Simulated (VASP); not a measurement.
Write the native input for VASP 6.6.1 that does the following.

```yaml
Task: single point
Functional: PBE
Potentials_or_basis: VASP PAW PBE potentials, release 64 (Zn, Se)
Cutoff: 500 eV
k_mesh: 12 × 12 × 12
Occupations: gaussian, width 0.1 eV
Spin: no spin polarisation
Dipole_correction: no
Further_INCAR_settings: ALGO = Normal; EDIFF = 1e-06; NBANDS = 23
```

The structure of ZnSe3 lies in POSCAR:

```
ZnSe3
1.0
    4.3267137750      0.0000000000      0.0000000000
    0.0000000000      4.3267137750      0.0000000000
    0.0000000000      0.0000000000      4.3267137750
Zn Se
1 3
Direct
    0.0000000000      0.0000000000      0.0000000000
    0.5000000000      0.0000000000      0.5000000000
    0.0000000000      0.5000000000      0.5000000000
    0.5000000000      0.5000000000      0.0000000000
```

These files were run (other wordings do the same):

INCAR

```
SYSTEM = ZnSe3
PREC = Accurate
ENCUT = 500
EDIFF = 1E-6
ISMEAR = 0
SIGMA = 0.1
LREAL = .FALSE.
LASPH = .TRUE.
NELM = 120
ALGO = Normal
ISIF = 2
LWAVE = .FALSE.
LCHARG = .FALSE.
GGA = PE
NBANDS = 23
GGA_COMPAT = .FALSE.
```

KPOINTS

```
regular mesh
0
G
  12 12 12
  0 0 0
```

Potentials or basis: VASP PAW PBE potentials, release 64 (Zn, Se).

Run with:

```console
$ cat potpaw_PBE.64/Zn/POTCAR potpaw_PBE.64/Se/POTCAR > POTCAR
$ mpirun -np 1 vasp_std > vasp.out
```

Results of the run:

The pressure is 0.0 GPa and the band gap on the k mesh is zero (bands 15 and 16 overlap by 2.13 eV).

Wall time 110 s on 1 thread of Intel Xeon 8259CL, with other jobs on the host, peak memory 0.27 GiB.
